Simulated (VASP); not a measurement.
GeB2C3:

```xyz
6
Lattice="3.2841 0.0000 0.0000 -1.6421 2.8441 0.0000 0.0000 0.0000 8.1492" Properties=species:S:1:pos:R:3 pbc="T T T"
Ge    0.0000    0.0000    4.0746
B     0.0000    1.8961    6.7405
B     1.6421    0.9480    1.4087
C     0.0000    1.8961    2.8367
C     1.6421    0.9480    5.3126
C     0.0000    0.0000    0.0000
```

| Property | Result |
| --- | --- |
| Program | VASP 6.6.1 |
| Task | relaxation of cell and atoms |
| Functional | PBE |
| Potentials or basis | VASP PAW PBE potentials, release 64 (Ge_d, B, C) |
| Cutoff | 600 eV |
| k mesh | 6 × 6 × 2 |
| Occupations | gaussian, width 0.1 eV |
| Spin | no spin polarisation |

At the start: pressure -34.9 GPa; volume 12.69 Å³/atom.

Question: How do energy, volume and symmetry change on relaxing?

Answer: Over 25 steps the energy falls by 1542.6 meV/atom and the volume is 9.29 Å³/atom (-26.8 %); space group P-3m1 (No. 164, to 0.05 Å).

Step by step:
```csv
step,energy change (eV),largest force (eV/Å),pressure (GPa),volume (Å³)
1,0.0000,1.0677,-34.94,76.12
2,-5.3586,4.6964,-11.32,49.52
3,-5.5359,5.6258,4.93,45.88
4,-6.8986,0.8794,37.73,39.07
5,-6.9779,1.9730,27.25,40.27
6,-7.4191,0.6259,-12.14,46.82
7,-7.4966,0.6391,-3.61,44.84
8,-7.4968,0.6626,-3.08,44.73
9,-7.5914,0.4559,-0.55,44.54
10,-7.6495,0.4174,2.84,44.35
11,-7.6885,0.3649,12.26,43.95
12,-7.7401,0.4080,11.74,44.41
13,-7.9498,0.6573,11.21,45.79
14,-8.4163,1.1082,9.49,48.59
15,-9.1588,0.5601,0.73,54.31
16,-9.1850,0.7272,-0.16,55.60
17,-9.1867,0.6884,-0.15,55.34
18,-9.2253,0.4306,0.72,55.32
19,-9.2412,0.1394,1.48,55.29
20,-9.2450,0.1471,-0.81,55.91
21,-9.2453,0.1345,-0.46,55.79
22,-9.2478,0.1225,-0.38,55.78
23,-9.2532,0.0838,-0.19,55.75
24,-9.2547,0.0633,0.27,55.70
25,-9.2556,0.0350,0.08,55.72
```

Final structure:
```
CELL_PARAMETERS angstrom
2.74795 0.00000 0.00000
-1.37397 2.37979 0.00000
0.00000 0.00000 8.52028
ATOMIC_POSITIONS crystal
Ge 0.00000 0.00000 0.50000
B 0.33333 0.66667 0.79831
B 0.66667 0.33333 0.20169
C 0.33333 0.66667 0.20675
C 0.66667 0.33333 0.79325
C 0.00000 0.00000 0.00000
```

Caveat: the k points lie up to 0.44 Å⁻¹ apart in the final cell; the volume moved by over 15 % at a fixed basis, so the end points are rough.
